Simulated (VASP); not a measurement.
# H4C in VASP: a series of runs

Runs on H4C. Level: PBE+D3(BJ). Tasks: single point.

Program: VASP 6.6.1. These are calculated values, not measurements. Logs are shortened: lines on timing, memory, paths and dates and some standing lists are left out, and cuts for length are marked.

**1. The cell of the first run**

The cell holds an amorphous packing of atoms, 30 atoms: a = 7.891 Å, b = 7.891 Å, c = 7.891 Å, α = 90.00°, β = 90.00°, γ = 90.00°.

**2. Single point, PBE+D3(BJ)**

File INCAR:

```
SYSTEM = H4C
ALGO = Normal
EDIFF = 1E-6
ENCUT = 520
GGA = PE
ISIF = 2
ISMEAR = -1
IVDW = 12
LASPH = .True.
LCHARG = .False.
LREAL = Auto
LWAVE = .False.
NBANDS = 45
NELM = 60
PREC = Accurate
SIGMA = 0.02
```

File KPOINTS:

```
k-points
0
Gamma
  1 1 1
  0 0 0
```

File POSCAR:

```
H4C
1.0
    7.8912360000      0.0000000000      0.0000000000
    0.0000000000      7.8912360000      0.0000000000
    0.0000000000      0.0000000000      7.8912360000
C H
6 24
Direct
    0.3490201028      0.3401114857      0.5430454748
    0.1426012351      0.7509723445      0.9220988955
    0.7106111134      0.9705957343      0.9631951192
    0.0387898676      0.3481710596     -0.0082369859
    0.7978598030      0.6179006685      0.6665242302
    0.9140266493      0.9464423571      0.3799658254
    0.3175294719      0.4684437267      0.4884405941
    0.3385147777      0.3461054770      0.7021713709
    0.4676833895      0.2977353611      0.5009354682
    0.2686017754      0.2276829637      0.4680255412
    0.0628798835      0.6892076222      1.0285334262
    0.2808938929      0.6705160003      0.9022287510
    0.1366452606      0.9064232777      0.9056122514
    0.0917473511      0.7028810189      0.7970614489
    0.6108802221      1.0545116126      1.0385952213
    0.7414681300      0.8670758294      1.0674753613
    0.8297939638      1.0400778788      0.9301838140
    0.6476805408      0.9105290984      0.8582052292
   -0.0430604280      0.2536738225     -0.0323016572
    0.1430574374      0.3374249611     -0.1038493843
    0.1124918834      0.3400227797      0.1065992704
   -0.0230382161      0.4848163203     -0.0112656623
    0.7993424604      0.6597065403      0.7989116027
    0.8084918510      0.7408598602      0.5810116438
    0.6722901203      0.5539056239      0.6725689106
    0.8872120920      0.5264321077      0.6378595191
    0.8128004282      0.8689640001      0.4268913007
    1.0292684188      0.9246333527      0.4610557839
    0.8959432971      1.0803250593      0.3642902075
    0.9524110038      0.8969824246      0.2516842735
```

Potentials or basis: VASP PAW PBE potentials, release 64 (C, H).

On the command line:

```sh
> cat potpaw_PBE.64/C/POTCAR potpaw_PBE.64/H/POTCAR > POTCAR
> mpirun -np 1 vasp_gam > vasp.out
```

OUTCAR:

```text
SYSTEM = H4C
   EDIFF = 1E-6
   ENCUT = 520
   GGA = PE
   ISIF = 2
   ISMEAR = -1
   IVDW = 12
   LASPH = .True.
   LREAL = Auto
   NELM = 60
   PREC = Accurate
 IVDW          = 12

 ion  position               nearest neighbor table
   1  0.349  0.340  0.543-   9 1.05   7 1.13  10 1.24   8 1.26
   2  0.143  0.751  0.922-  14 1.13  11 1.16  13 1.23  12 1.27
   3  0.711  0.971  0.963-  18 1.08  17 1.12  16 1.18  15 1.19
   4  0.039  0.348  0.992-  19 1.00  21 1.08  20 1.12  22 1.18
   5  0.798  0.618  0.667-  26 1.03  23 1.10  25 1.11  24 1.18
   6  0.914  0.946  0.380-  27 1.07  29 1.07  28 1.13  30 1.13
   7  0.318  0.468  0.488-   1 1.13
   8  0.339  0.346  0.702-   1 1.26
   9  0.468  0.298  0.501-   1 1.05
  10  0.269  0.228  0.468-   1 1.24
  11  0.063  0.689  0.029-   2 1.16
  12  0.281  0.671  0.902-   2 1.27
[... 16 lines left out ...]
  29  0.896  0.080  0.364-   6 1.07
  30  0.952  0.897  0.252-   6 1.13

  LATTYP: Found a simple cubic cell.
 ALAT       =     7.8912360000

  Lattice vectors:

 A1 = (   7.8912360000,   0.0000000000,   0.0000000000)
 A2 = (   0.0000000000,   7.8912360000,   0.0000000000)
 A3 = (   0.0000000000,   0.0000000000,   7.8912360000)

Analysis of symmetry for initial positions (statically):
=====================================================================
 Subroutine PRICEL returns:
 Original cell was already a primitive cell.

 Routine SETGRP: Setting up the symmetry group for a
 simple cubic supercell.

 Subroutine GETGRP returns: Found  1 space group operations
 (whereof  1 operations were pure point group operations)
 out of a pool of 48 trial point group operations.

The static configuration has the point symmetry C_1 .

Analysis of symmetry for dynamics (positions and initial velocities):
=====================================================================
 Subroutine PRICEL returns:
 Original cell was already a primitive cell.

 Routine SETGRP: Setting up the symmetry group for a
 simple cubic supercell.

 Subroutine GETGRP returns: Found  1 space group operations
 (whereof  1 operations were pure point group operations)
 out of a pool of 48 trial point group operations.

The dynamic configuration has the point symmetry C_1 .

 Subroutine INISYM returns: Found  1 space group operations
 (whereof  1 operations are pure point group operations),
 and found     1 'primitive' translations

----------------------------------------------------------------------------------------

                                     Primitive cell

  volume of cell :     491.3999

  direct lattice vectors                    reciprocal lattice vectors
     7.891236000  0.000000000  0.000000000     0.126722861  0.000000000  0.000000000
     0.000000000  7.891236000  0.000000000     0.000000000  0.126722861  0.000000000
     0.000000000  0.000000000  7.891236000     0.000000000  0.000000000  0.126722861

  length of vectors
     7.891236000  7.891236000  7.891236000     0.126722861  0.126722861  0.126722861

  position of ions in fractional coordinates (direct lattice)
     0.349020103  0.340111486  0.543045475
     0.142601235  0.750972344  0.922098895
     0.710611113  0.970595734  0.963195119
     0.038789868  0.348171060  0.991763014
     0.797859803  0.617900668  0.666524230
     0.914026649  0.946442357  0.379965825
[... 22 lines left out ...]
     0.895943297  0.080325059  0.364290207
     0.952411004  0.896982425  0.251684273

  ion indices of the primitive-cell ions
   primitive index   ion index
                 1           1
                 2           2
                 3           3
                 4           4
                 5           5
                 6           6
[... 22 lines left out ...]
                29          29
                30          30

----------------------------------------------------------------------------------------

 KPOINTS: k-points

Automatic generation of k-mesh.
 Grid dimensions read from file:
 generate k-points for:    1    1    1

 Generating k-lattice:

  Cartesian coordinates                     Fractional coordinates (reciprocal lattice)
     0.126722861  0.000000000  0.000000000     1.000000000  0.000000000  0.000000000
     0.000000000  0.126722861  0.000000000     0.000000000  1.000000000  0.000000000
     0.000000000  0.000000000  0.126722861     0.000000000  0.000000000  1.000000000

  Length of vectors
     0.126722861  0.126722861  0.126722861

  Shift w.r.t. Gamma in fractional coordinates (k-lattice)
     0.000000000  0.000000000  0.000000000

 Subroutine IBZKPT returns following result:
 ===========================================

 Found      1 irreducible k-points:

 Following reciprocal coordinates:
            Coordinates               Weight
  0.000000  0.000000  0.000000      1.000000
   k-points           NKPTS =      1   k-points in BZ     NKDIM =      1   number of bands    NBANDS=     45
[... 6 lines left out ...]
   NGXF,Y,Z  is equivalent  to a cutoff of  25.28, 25.28, 25.28 a.u.
 SYSTEM =  H4C
   PREC   = accura    normal or accurate (medium, high low for compatibility)
   ISTART =      0    job   : 0-new  1-cont  2-samecut
   ICHARG =      2    charge: 1-file 2-atom 10-const
   ISPIN  =      1    spin polarized calculation?
   LNONCOLLINEAR =      F non collinear calculations
   LSORBIT =      F    spin-orbit coupling
   LASPH  =      T    aspherical Exc in radial PAW
   ENCUT  =  520.0 eV  38.22 Ry    6.18 a.u.  14.67 14.67 14.67*2*pi/ulx,y,z
   NELM   =     60;   NELMIN=  2; NELMDL= -5     # of ELM steps
   EDIFF  = 0.1E-05   stopping-criterion for ELM
   LREAL  =      T    real-space projection
   EDIFFG = 0.1E-04   stopping-criterion for IOM
   NSW    =      0    number of steps for IOM
   IBRION =     -1    ionic relax: 0-MD 1-quasi-New 2-CG
   NFREE  =      0    steps in history (QN), initial steepest desc. (CG)
   ISIF   =      2    stress and relaxation
   ISYM   =      2    0-nonsym 1-usesym 2-fastsym
   POTIM  = 0.5000    time-step for ionic-motion
   TEBEG  =    0.0;   TEEND  =   0.0 temperature during run
   PSTRESS=    0.0 pullay stress
   NELECT =      48.0000    total number of electrons
   NUPDOWN=      -1.0000    fix difference up-down
   EMIN   =  10.00;   EMAX   =-10.00  energy-range for DOS
   EFERMI =   0.00;   METHOD = LEGACY
   ISMEAR =    -1;   SIGMA  =   0.02  broadening in eV -4-tet -1-fermi 0-gaus
   EFERMI_NEDOS =   21; number of points for ismear=-14 and -15
   IALGO  =     38    algorithm
   IMIX   =      4    mixing-type and parameters
     AMIX     =   0.40;   BMIX     =  1.00
     AMIX_MAG =   1.60;   BMIX_MAG =  1.00
  volume/ion in A,a.u.               =      16.38       110.54
  Fermi-wavevector in a.u.,A,eV,Ry     =   0.753952  1.424762  7.734140  0.568443
  Thomas-Fermi vector in A             =   1.851508
   LORBIT       =      0    0 simple, 1 ext, 2 COOP (PROOUT), +10 PAW based schemes
   GGA     = PE    functional components
   LHFCALC =     F    Hartree Fock is set to
   AEXX    =    0.0000 exact exchange contribution
   IVDW    =    12    specifies the selected vdW correction
   LEPSILON=     F    determine dielectric tensor
   LRPA    =     F    only Hartree local field effects (RPA)
 non-spin polarized calculation
  energy-cutoff  :      520.00
  volume of cell :      491.40
 maximum number of plane-waves:      6603
 NGX is ok and might be reduce to    60
   NGX = 29   NGY = 29   NGZ = 29

 number of electron      48.0000003 magnetization

 Free energy of the ion-electron system (eV)
  ---------------------------------------------------
  ext. energy  EPLUGINS =         0.00000000
  ---------------------------------------------------
  free energy    TOTEN  =      -141.01684139 eV

  energy without entropy =     -141.01684139  energy(sigma->0) =     -141.01684139

 E-fermi :  -5.7229     XC(G=0):  -4.7389

 val. band max:       -6.2604873184   @ k =   0.0000   0.0000   0.0000
 cond. band min:      -0.1839315810   @ k =   0.0000   0.0000   0.0000
 fundamental gap:      6.0765557374
 Fermi energy:        -5.7229068235

 k-point     1 :       0.0000    0.0000    0.0000
  band No.  band energies     occupation
      1     -15.6722      2.00000
      2     -15.5284      2.00000
      3     -15.2653      2.00000
      4     -15.1045      2.00000
      5     -15.0705      2.00000
      6     -14.7275      2.00000
[... 28 lines left out ...]
     35       3.4153      0.00000
     36       3.5239      0.00000
 [bands above 36 left out]

------------------------ aborting loop because EDIFF is reached ----------------------------------------

 Edisp (eV)   -0.63811

 E8    (eV) :    -0.1345

  FORCE on cell =-STRESS in cart. coord.  units (eV):
  Direction    XX          YY          ZZ          XY          YZ          ZX
  --------------------------------------------------------------------------------------
  -------------------------------------------------------------------------------------
  Total      -1.95800   -10.41253    -9.74991     3.73201     0.92710     2.91244
  in kB      -6.38394   -33.94937   -31.78894    12.16799     3.02274     9.49584
  external pressure =      -24.04 kB  Pullay stress =        0.00 kB

 VOLUME and BASIS-vectors are now :
 -----------------------------------------------------------------------------
  energy-cutoff  :      520.00
  volume of cell :      491.40
      direct lattice vectors                 reciprocal lattice vectors
     7.891236000  0.000000000  0.000000000     0.126722861  0.000000000  0.000000000
     0.000000000  7.891236000  0.000000000     0.000000000  0.126722861  0.000000000
     0.000000000  0.000000000  7.891236000     0.000000000  0.000000000  0.126722861

 POSITION                                       TOTAL-FORCE (eV/Angst)
 -----------------------------------------------------------------------------------
      2.75420      2.68390      4.28530        -2.942225     -0.890806      1.149045
      1.12530      5.92610      7.27650         1.252304     -0.456034     -1.716522
      5.60760      7.65920      7.60080        -0.530282      0.009721      3.477253
      0.30610      2.74750      7.82624         2.481919      4.607686     -0.358518
      6.29610      4.87600      5.25970        -2.484373      2.759237      0.209193
      7.21280      7.46860      2.99840         2.504511     -0.888453     -1.007636
[... 22 lines left out ...]
      7.07010      0.63386      2.87470        -0.566798      0.650556      0.213746
      7.51570      7.07830      1.98610        -0.309828      0.207430      0.701161
 -----------------------------------------------------------------------------------
    total drift:                                0.000646     -0.000286     -0.004225

  FREE ENERGIE OF THE ION-ELECTRON SYSTEM (eV)
  ---------------------------------------------------
  free  energy   TOTEN  =      -141.6549547053 eV

  energy  without entropy=     -141.6549547053  energy(sigma->0) =     -141.65495471
```

Wall time 93 s (1 thread of Intel Xeon 6975P-C, shared host); peak memory 0.43 GiB.

Results:

| Property | Result |
| --- | --- |
| Free energy | -141.6550 eV |
| Pressure | -2.4 GPa |
| Largest force | 5.246 eV/Å |
| Band gap on the k mesh | 6.08 eV |
| Dispersion energy per atom | -0.021 eV |

Forces in eV/Å, atoms in the order of the input:
```
C   -2.942 -0.891  1.149
C    1.252 -0.456 -1.717
C   -0.530  0.010  3.477
C    2.482  4.608 -0.359
C   -2.484  2.759  0.209
C    2.505 -0.888 -1.008
H    0.154 -0.961  0.379
H    0.080 -0.468 -3.522
H    2.056  0.040 -0.018
H    0.673  2.281  1.987
H    1.178  1.260 -1.136
H   -2.382  2.339  1.162
H    0.636 -3.153  0.808
H   -0.313  0.465  0.918
H    1.576 -0.845 -1.388
H   -0.228  1.314 -1.721
H   -0.879 -0.376  0.113
H   -0.122 -0.128 -0.557
H   -2.503 -2.605 -0.206
H   -0.677  0.430 -0.039
H   -0.248 -0.350  0.910
H    0.807 -2.429 -0.200
H    0.815  0.112  0.046
H   -0.468 -2.355  1.402
H    0.122  0.369 -0.996
H    1.797 -1.368 -0.406
H   -0.781  0.229  0.052
H   -0.698  0.200 -0.255
H   -0.567  0.651  0.214
H   -0.310  0.207  0.701
```

Stress tensor (GPa, compression positive):
```
-0.64  1.22  0.95
 1.22 -3.39  0.30
 0.95  0.30 -3.18
```

Caveat: the k points lie up to 0.80 Å⁻¹ apart.

**3. Single point, PBE+D3(BJ)**

File INCAR:

```
PREC = Accurate
ENCUT = 520
EDIFF = 1E-7
ISMEAR = -1
SIGMA = 0.02
LREAL = Auto
LASPH = True
NELM = 80
ALGO = Normal
ISIF = 2
LWAVE = False
LCHARG = True
GGA = PE
IVDW = 12
LELF = True
LVHAR = True
NBANDS = 45
```

File KPOINTS:

```
regular mesh
0
Gamma
  1 1 1
```

File POSCAR:

```
H4C
1.0
    7.8912360000      0.0000000000      0.0000000000
    0.0000000000      7.8912360000      0.0000000000
    0.0000000000      0.0000000000      7.8912360000
C H
6 24
Direct
    0.4030547306      0.2898278546      0.4801909359
    0.1580614241      0.7231186597      0.8758830683
    0.6832263032      0.9356328971      0.9928736132
    0.0106320480      0.3330783669      0.0424901752
    0.7748722760      0.5846485899      0.6708454797
    0.9322240521      0.9981452842      0.2859374628
    0.3426839598      0.3520614515      0.3705123000
    0.3596901677      0.3706897120      0.5931263493
    0.5304745670      0.2872427082      0.4478512618
    0.3549887495      0.1762968437      0.5019745956
    0.0665168296      0.7028810189      0.9918471580
    0.2653830148      0.6525466986      0.9153825839
    0.2295204452      0.8632868159      0.8433279654
    0.1296755033      0.6850257678      0.7420257105
    0.6796527185      0.8402485998      1.0897785847
    0.8004449493      0.9689103203      0.9363045282
    0.6388352851      1.0478333179      1.0588075176
    0.5911748172      0.9008347995      0.8917614427
    0.0805323779      0.3108638495      0.1698466501
    0.0921401920      0.3118396155     -0.0603961154
   -0.0474577113      0.4631213665      0.0478125353
   -0.0888073807      0.2374913131      0.0044606447
    0.8616647633      0.4645406626      0.6872687625
    0.7861379383      0.7149957244      0.6114758195
    0.7489701233      0.6004889475      0.8011292528
    0.6671831890      0.5219461185      0.6104747089
    0.7987215184      0.9483305277      0.3129421044
    1.0210314328      0.9819754472      0.3764936190
    0.9281309037      1.1536342342      0.2406213678
    0.9864994533      0.9236322421      0.1684526987
```

Potentials or basis: VASP PAW PBE potentials, release 64 (C, H).

On the command line:

```sh
> cat potpaw_PBE.64/C/POTCAR potpaw_PBE.64/H/POTCAR > POTCAR
> mpirun -np 1 vasp_gam > vasp.out
```

Wall time 2 min (1 thread of Intel Xeon 6975P-C, shared host); peak memory 0.44 GiB.

The run converged. Its results:

- Free energy: -141.5854 eV
- Pressure: -0.7 GPa
- Largest force: 5.856 eV/Å
- Band gap on the k mesh: 5.95 eV
- Dispersion energy per atom: -0.021 eV

Forces in eV/Å, atoms in the order of the input:
```
C   -1.404  5.222  0.229
C    0.888  2.650 -0.511
C   -2.033  0.288 -0.540
C   -1.241  0.144  1.676
C    0.084 -1.693 -0.568
C   -2.457  2.027 -4.914
H   -0.258 -0.319  0.027
H    1.105 -0.566 -0.933
H    2.252  0.038  0.206
H   -1.716 -4.402  0.456
H    0.754  1.011 -2.250
H    1.188 -0.942  0.193
H   -1.987 -2.333  1.403
H   -0.722 -0.256  1.126
H    0.578 -0.805  0.155
H    1.242 -0.277 -0.272
H   -0.355  0.521 -0.035
H    0.265  0.196  0.358
H   -0.955 -0.010 -1.652
H    1.620  0.535 -1.215
H    0.460 -0.848 -0.335
H    0.295  0.624  1.121
H    0.146  2.297 -1.176
H    1.115 -1.429  0.194
H   -0.839  0.580  1.441
H   -0.530  0.229  0.065
H    1.508  0.561  0.051
H    2.053 -0.356  2.964
H   -0.142 -3.783  1.301
H   -0.916  1.098  1.435
```

Stress tensor (GPa, compression positive):
```
 1.21  0.21  0.55
 0.21 -2.34  0.08
 0.55  0.08 -0.94
```

Levels at points of the mesh, in eV from the valence-band top:
```tsv
k point	band 22	band 23	band 24	band 25	band 26	band 27
(0.00, 0.00, 0.00)	-0.61	-0.27	0.00	5.95	7.86	8.01
```

Caveat: the k points lie up to 0.80 Å⁻¹ apart.

**4. Single point, PBE+D3(BJ)**

File INCAR:

```
SYSTEM = H4C
  PREC = Accurate
  ENCUT = 520
  EDIFF = 1E-6
  ISMEAR = -1
  SIGMA = 0.02
  LREAL = Auto
  LASPH = .True.
  NELM = 80
  ALGO = Normal
  ISIF = 2
  LWAVE = .False.
  LCHARG = .False.
  GGA = PE
  IVDW = 12
  NBANDS = 45
```

File KPOINTS:

```
Automatic mesh
0
Gamma
  1 1 1
  0 0 0
```

File POSCAR:

```
H4C
1.0
    7.8912360000      0.0000000000      0.0000000000
    0.0000000000      7.8912360000      0.0000000000
    0.0000000000      0.0000000000      7.8912360000
C H
6 24
Direct
    0.3533793692      0.3102048906      0.4042966146
    0.1640047263      0.8035750040      0.8203277661
    0.6634321924      0.8836004905      1.0644593572
   -0.0040931484      0.3476768405     -0.0136100352
    0.7451937821      0.6019462604      0.7144634884
    1.0227295192      1.0071045905      0.2742789596
    0.2425348830      0.2243121356      0.3820314080
    0.3244105233      0.4138768629      0.3317731215
    0.4531482774      0.2193319272      0.3889124593
    0.3651265784      0.3288204788      0.5555783657
    0.1789200070      0.7904084987      0.9485332843
    0.1130748086      0.6842781029      0.7521635394
    0.2605041846      0.8284507015      0.7247280401
    0.0600666359      0.8852478877      0.7977964415
    0.7634418740      0.8323410933      1.1436358005
    0.6619875518      1.0275576602      1.0287615273
    0.5701008055      0.8636162953      1.1482485127
    0.6326765541      0.8069711766      0.9422098135
    0.0032441052      0.3657221758      0.1263680366
    0.1180930338      0.3859724890     -0.0665168296
   -0.0898465082      0.4136741063     -0.0752607069
   -0.0675306124      0.2022750302     -0.0249517313
    0.7504274362      0.5303478441      0.6084598154
    0.6733039032      0.7141466812      0.7147169341
    0.8706874310      0.6376060734      0.8089733978
    0.6792978945      0.5245819540      0.8090747761
    1.0176225879      0.8582559183      0.2635708779
    1.0587821730      1.0596565608      0.4225447066
    0.8849944419      1.0223873675      0.2580964503
    1.0692494813      1.0733806466      0.1706069873
```

On the command line:

```sh
> cat potpaw_PBE.64/C/POTCAR potpaw_PBE.64/H/POTCAR > POTCAR
> mpirun -np 1 vasp_gam > vasp.out
```

It took 1.8 min on 1 thread of Intel Xeon 6975P-C, shared host; peak memory 0.43 GiB.

Results (log left out):

| Item | Value |
| --- | --- |
| Free energy | -140.6004 eV |
| Pressure | 0.1 GPa |
| Largest force | 6.781 eV/Å |
| Band gap on the k mesh | 6.20 eV |
| Dispersion energy per atom | -0.021 eV |

Forces on the atoms (eV/Å):
```
C   -1.165 -3.262  4.605
C   -1.286 -2.052 -4.455
C    1.117  1.133 -3.856
C    1.511 -5.019  2.859
C    2.178  1.181  6.313
C   -1.913 -2.188  4.315
H    0.240  0.473  0.509
H    0.516  2.365 -1.446
H    1.220  0.251 -1.145
H   -0.640  0.330 -2.489
H    1.139 -0.437  2.440
H    0.385  0.619  1.385
H    0.870  0.704  0.816
H   -0.901  1.278 -0.176
H    1.102  0.212 -0.767
H    0.553 -1.929  0.669
H   -3.726 -0.340  2.199
H    0.650  0.877  1.728
H   -0.349  0.356 -0.613
H    0.288 -0.996 -0.246
H   -3.521  3.044 -1.765
H    2.143  2.558 -0.208
H    0.886 -1.400 -3.005
H   -0.763  1.352 -0.789
H   -2.188 -0.848 -2.895
H   -0.397 -0.317  0.037
H    1.100  1.968  0.236
H   -0.562 -1.284 -3.447
H   -0.063  0.606  0.496
H    1.574  0.766 -1.302
```

Stress tensor (GPa, compression positive):
```
 2.33 -2.36 -1.99
-2.36 -0.68 -1.93
-1.99 -1.93 -1.21
```

Levels at points of the mesh, in eV from the valence-band top:
```tsv
k point	band 22	band 23	band 24	band 25	band 26	band 27
(0.00, 0.00, 0.00)	-0.28	-0.21	0.00	6.20	8.06	8.21
```

Caveat: the k points lie up to 0.80 Å⁻¹ apart.
